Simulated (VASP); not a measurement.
# Si8Ge13 in VASP: notebook, part 2 of 2

VASP 6.6.1.

## (3) Single point, PBE

File INCAR:

```
  ALGO = Normal
  EDIFF = 1E-6
  ENCUT = 410
  GGA = PE
  GGA_COMPAT = F
  ISIF = 2
  ISMEAR = -1
  ISYM = -1
  LASPH = T
  LCHARG = F
  LREAL = Auto
  LWAVE = F
  NBANDS = 123
  NELM = 120
  PREC = Accurate
  SIGMA = 0.2585
```

File KPOINTS:

```
explicit points
1
Reciprocal
  0.25000000   0.25000000   0.25000000 1
```

File POSCAR:

```
Si8Ge13
1.0
    7.5601650000      0.1896520000     -0.0661850000
    0.1896520000      7.8161600000      0.1196190000
   -0.0661850000      0.1196190000      8.0627960000
Ge Si
13 8
Direct
    0.4121195399      0.6365666920      0.7461489365
    0.5403872313      0.6575259518      0.1557565058
    0.1265771750      0.0340600302      0.6159534836
    0.2467517160      0.6272375697      1.0013529713
    0.3438058859      0.2489162730      0.3923048130
    0.2349378804      0.8229717123      0.4142233427
    0.9276697149      0.6002271549      1.1691378832
    0.0132042212      0.8901292559      0.2142310868
    0.8011893901      0.7739149396     -0.1466419604
    0.2144735240      0.2684343119      0.0019239091
   -0.2445665139      0.5068202806      0.6173193555
    0.4846911155      0.9507107099      0.8418674139
    0.5679788166      1.3070569372      0.7291611786
    0.0260334818      0.5169321048      0.7475957626
   -0.0482881966      0.0615671417      0.8264349545
    0.6502533249      0.0026882482      0.5812987766
    0.0674457271      0.3395813401      0.5006286300
    0.8855010801      0.2787453565      0.2778709331
    0.7205029935      0.1872893171      1.0085262147
    0.8214321712      0.7706128302      0.4126314931
    0.4987220832      0.6801913468      0.4653605415
```

Potentials or basis: VASP PAW PBE potentials, release 64 (Ge_d, Si).

The run is started by

```sh
cat potpaw_PBE.64/Ge_d/POTCAR potpaw_PBE.64/Si/POTCAR > POTCAR
mpirun -np 1 vasp_std > vasp.out
```

It took 1.8 min on 1 thread of Intel Xeon Platinum 8259CL at 2.50GHz (Skylake/Cascade Lake), shared host; peak memory 0.35 GiB.

It converged, with:

| Quantity | Value |
| --- | --- |
| Free energy | -89.4388 eV |
| Pressure | 0.1 GPa |
| Largest force | 3.098 eV/Å |

Forces in eV/Å, atoms in the order of the input:
```
Ge  -0.217 -0.537 -0.143
Ge   0.614 -0.584  0.541
Ge   1.931  0.612 -1.933
Ge  -0.553 -0.420  0.626
Ge   0.780 -0.172  0.129
Ge  -0.154  0.469  0.722
Ge  -1.020 -1.488 -0.788
Ge  -0.047  2.500 -1.749
Ge   0.286 -0.051  0.518
Ge  -0.440 -0.016 -0.124
Ge   0.158  1.157 -1.333
Ge  -0.359  0.401  0.751
Ge  -1.548 -1.492  0.598
Si   2.043 -0.126  0.653
Si  -1.912  0.143  2.433
Si   0.208  0.040 -0.691
Si   0.660  0.056  0.858
Si  -0.370 -0.418 -1.343
Si   0.001  0.079 -0.264
Si  -1.298  0.020  1.386
Si   1.239 -0.172 -0.846
```

Stress tensor (GPa, compression positive):
```
 3.25  1.50 -0.69
 1.50 -3.03  0.29
-0.69  0.29  0.09
```

Levels at points of the mesh, in eV from the Fermi level:
| k point | band 104 | band 105 | band 106 | band 107 | band 108 | band 109 | band 110 | band 111 |
| --- | --- | --- | --- | --- | --- | --- | --- | --- |
| (0.25, 0.25, 0.25) | -0.74 | -0.51 | -0.37 | -0.21 | 0.23 | 0.40 | 0.53 | 0.61 |

Caveat: the atoms stand as in a frame of molecular dynamics.

## (4) Single point, PBE

File INCAR:

```
PREC = Accurate
ENCUT = 410
EDIFF = 1E-6
ISMEAR = -1
SIGMA = 0.2585
LREAL = Auto
LASPH = T
NELM = 120
ALGO = Normal
ISIF = 2
LWAVE = F
LCHARG = F
GGA = PE
ISYM = -1
NBANDS = 123
GGA_COMPAT = F
```

KPOINTS is that of step 3.

File POSCAR:

```
Si8Ge13
1.0
    7.5601650000      0.1896520000     -0.0661850000
    0.1896520000      7.8161600000      0.1196190000
   -0.0661850000      0.1196190000      8.0627960000
Ge Si
13 8
Direct
    0.4323175650      0.5800659825      0.6579103608
    0.5719950883      0.5938608304      0.0264733792
    0.1847522031      0.0912484001      0.5790825890
    0.2535981564      0.7383685845      1.1173526507
    0.2641025302      0.3058387199      0.3130109585
    0.2022353017      0.7478295991      0.4657192511
    0.9033659919      0.6365141561      1.1088484803
    0.0059466883      0.9623857345      0.2146758968
    0.8548136916      0.7846208265     -0.1915167784
    0.1696525529      0.2112325240      0.0302782101
   -0.2377595283      0.6220379158      0.5774642360
    0.3180974188      0.9792230235      0.8730917412
    0.4181216207      1.3174176335      0.8444259534
    0.0179883503      0.4261930609      0.8453616799
   -0.1237488133      0.1407857576      0.6902599338
    0.5812839153      0.2371179421      0.4222286493
    0.0387338208      0.3723128831      0.4931322711
    0.8116148878      0.3300940556      0.2708236957
    0.6911762170      0.1918401752      0.9673508753
    0.7768822328      0.9400377217      0.4034433686
    0.4857469939      0.6053346325      0.3780818269
```

Potentials or basis: VASP PAW PBE potentials, release 64 (Ge_d, Si).

The run is started by

```sh
cat potpaw_PBE.64/Ge_d/POTCAR potpaw_PBE.64/Si/POTCAR > POTCAR
mpirun -np 1 vasp_std > vasp.out
```

OUTCAR:

```text
PREC = Accurate
   ENCUT = 410
   EDIFF = 1E-6
   ISMEAR = -1
   LREAL = Auto
   LASPH = T
   NELM = 120
   ISIF = 2
   GGA = PE
   ISYM = -1

 ion  position               nearest neighbor table
   1  0.432  0.580  0.658-  21 2.30  13 2.52   6 2.59  11 2.62
   2  0.572  0.594  0.026-   7 2.62   4 2.73  21 2.92
   3  0.185  0.091  0.579-  17 2.48  15 2.53  12 2.67   5 2.78   6 2.86
   4  0.254  0.738  0.117-   8 2.65   2 2.73  12 2.75   7 2.80   6 2.84  21 2.86
[... 294 lines left out ...]
  -------------------------------------------------------------------------------------
  Total        2.1936947    -12.3144737     -2.1561755      3.8241014     -1.1378004      1.1854051
  in kB        7.3836901    -41.4489118     -7.2574053     12.8714263     -3.8296878      3.9899188
  external PRESSURE =     -13.7742090 kB  Pullay stress =       0.0000000 kB

 VOLUME and BASIS-vectors are now :
 -----------------------------------------------------------------------------
  energy-cutoff  :      410.00
  volume of cell :      476.01
      direct lattice vectors                 reciprocal lattice vectors
     7.560165000  0.189652000 -0.066185000     0.132363179 -0.003229033  0.001134434
     0.189652000  7.816160000  0.119619000    -0.003229033  0.128047891 -0.001926214
    -0.066185000  0.119619000  8.062796000     0.001134434 -0.001926214  0.124064344

 POSITION                                       TOTAL-FORCE (eV/Angst)
 -----------------------------------------------------------------------------------
      3.33486      4.69458      5.34537        -0.379701      0.151896      1.791656
      4.43525      4.75336      0.24663        -0.346320     -0.287040      0.061612
      1.37574      0.81752      4.66771         0.098324     -1.140127      0.015635
      2.04951      5.83334      1.01773        -0.301146     -0.556880     -0.369125
      2.03394      2.47801      2.54285         1.460019     -0.099658     -0.543343
      1.63994      5.93922      3.83107        -0.732627      0.230183      0.399943
[... 13 lines left out ...]
      6.02494      7.54308      3.31391        -1.476318     -0.137558      1.112015
      3.76211      4.86874      3.08866         1.169178     -0.018081     -1.845719
 -----------------------------------------------------------------------------------
    total drift:                               -0.001774     -0.007973     -0.005347

  FREE ENERGIE OF THE ION-ELECTRON SYSTEM (eV)
  ---------------------------------------------------
  free  energy   TOTEN  =       -90.1099194203 eV

  energy  without entropy=      -87.7243853397  energy(sigma->0) =      -88.91715238
```

Run time: 2 min. Hardware: 1 thread of Intel Xeon Platinum 8259CL at 2.50GHz (Skylake/Cascade Lake), shared host; peak memory 0.36 GiB.

Results:

- Free energy: -90.1099 eV
- Pressure: -1.4 GPa
- Largest force: 2.185 eV/Å

Forces in eV/Å, atoms in the order of the input:
```
Ge  -0.380  0.152  1.792
Ge  -0.346 -0.287  0.062
Ge   0.098 -1.140  0.016
Ge  -0.301 -0.557 -0.369
Ge   1.460 -0.100 -0.543
Ge  -0.733  0.230  0.400
Ge   0.679 -0.083  0.180
Ge   0.247  0.377 -0.561
Ge   0.282  0.814  0.991
Ge  -0.293  0.380  0.617
Ge   0.160 -0.131 -1.621
Ge   0.552 -0.432 -0.342
Ge   0.174  0.322 -0.268
Si  -0.596 -0.033 -0.319
Si  -0.532 -0.022  0.065
Si  -0.054 -0.882  0.713
Si  -1.458  1.084  0.949
Si   0.283  0.392 -0.966
Si   1.064  0.072 -0.059
Si  -1.476 -0.138  1.112
Si   1.169 -0.018 -1.846
```

Levels at points of the mesh, in eV from the Fermi level:
```
           k point  band 103  band 104  band 105  band 106  band 107  band 108  band 109  band 110  band 111  band 112
(0.25, 0.25, 0.25)     -0.92     -0.63     -0.41     -0.31     -0.07      0.11      0.27      0.50      0.66      0.70
```

Caveat: the atoms stand as in a frame of molecular dynamics.

## (5) Single point, PBE

File INCAR:

```
PREC = Accurate
ENCUT = 410
EDIFF = 1E-6
ISMEAR = -1
SIGMA = 0.1861
LREAL = Auto
LASPH = True
NELM = 120
ALGO = Normal
ISIF = 2
LWAVE = False
LCHARG = False
GGA = PE
NBANDS = 123
ISYM = -1
GGA_COMPAT = False
```

KPOINTS is that of step 4.

File POSCAR:

```
Si8Ge13
1.0
    7.5601650000      0.1896520000     -0.0661850000
    0.1896520000      7.8161600000      0.1196190000
   -0.0661850000      0.1196190000      8.0627960000
Ge Si
13 8
Direct
    0.3674820380      0.6656727801      0.6903530347
    0.5225457831      0.6529405412      0.0315452106
    0.1907374669      0.1064097663      0.5652571799
    0.1797470718      0.7106240005      0.0784132983
    0.3784215326      0.3507558184      0.2646486118
    0.2501283620      0.8271869152      0.4229710728
    0.8958251669      0.5949131423      0.1717842388
   -0.0746998887      1.0076662475      0.2378248140
    0.9035980498      0.7814975655      0.8410353778
    0.1927181535      0.1728918175      0.0677694071
    0.7189195936      0.6156558603      0.5937163181
    0.3474852601      0.9433011400      0.8562944632
    0.4802241922      0.2538586324      0.8118595984
   -0.0477137102      0.4738430213      0.7888306289
    0.8694557163      0.0138408911      0.6955447332
    0.5878307804      0.1335602871      0.5435018116
    0.0437376227      0.2935383194      0.3905533532
    0.7023177783      0.2543112373      0.2959873282
    0.8055151726      0.2720762165      0.9556608572
    0.6776089023      0.9149983788      0.3689412896
    0.6489777518      0.6126500393      0.2946466719
```

The run is started by

```sh
cat potpaw_PBE.64/Ge_d/POTCAR potpaw_PBE.64/Si/POTCAR > POTCAR
mpirun -np 1 vasp_std > vasp.out
```

Wall time 1.8 min (1 thread of Intel Xeon Platinum 8259CL at 2.50GHz (Skylake/Cascade Lake), shared host); peak memory 0.35 GiB.

The run converged. Its results:

```
Free energy   : -88.8777 eV
Pressure      : -0.2 GPa
Largest force : 3.989 eV/Å
```

Forces on the atoms (eV/Å):
```
Ge   0.450 -1.069 -0.242
Ge  -0.301  0.097 -1.405
Ge   0.473 -1.264  1.545
Ge   0.115  0.396  0.229
Ge  -0.484  0.242  0.108
Ge   0.260 -0.335 -0.527
Ge   3.203 -1.015 -2.053
Ge   2.005  0.166 -1.140
Ge   0.038 -2.628  2.198
Ge  -0.439  0.237  0.046
Ge  -0.927  0.213  0.749
Ge   0.087  0.957  0.366
Ge   0.180  0.300 -0.035
Si   0.891  0.286 -0.402
Si  -0.277  2.847 -1.724
Si  -0.230  0.204  0.786
Si  -0.698  1.315 -2.068
Si   0.126  0.739 -0.361
Si  -0.352 -0.783  0.342
Si  -1.123 -1.027  0.960
Si  -2.997  0.124  2.629
```

Stress tensor (GPa, compression positive):
```
 0.64  1.06 -0.49
 1.06 -1.62 -1.06
-0.49 -1.06  0.36
```

Levels at points of the mesh, in eV from the Fermi level:
| k point | band 105 | band 106 | band 107 | band 108 | band 109 | band 110 |
| --- | --- | --- | --- | --- | --- | --- |
| (0.25, 0.25, 0.25) | -0.47 | -0.22 | -0.14 | 0.18 | 0.20 | 0.46 |

Caveat: the atoms stand as in a frame of molecular dynamics.

## (6) Overview

```csv
cell,smearing,pressure (GPa),largest force (eV/Å)
"as given, atomic positions A",fermi-dirac 0.2585 eV,-1.1,3.15
"as given, atomic positions B",fermi-dirac 0.2585 eV,0.1,3.10
"as given, atomic positions C",fermi-dirac 0.2585 eV,-1.4,2.18
"as given, atomic positions D",fermi-dirac 0.1861 eV,-0.2,3.99
```

Alike in all rows: task single point; level PBE; potentials or basis VASP PAW PBE potentials, release 64 (Ge_d, Si); no spin polarisation; k mesh 1 × 1 × 1, shifted; cutoff (eV) 410.

Caveats: the atoms stand as in a frame of molecular dynamics.

Absolute energies hang on the potentials; compare differences alone.
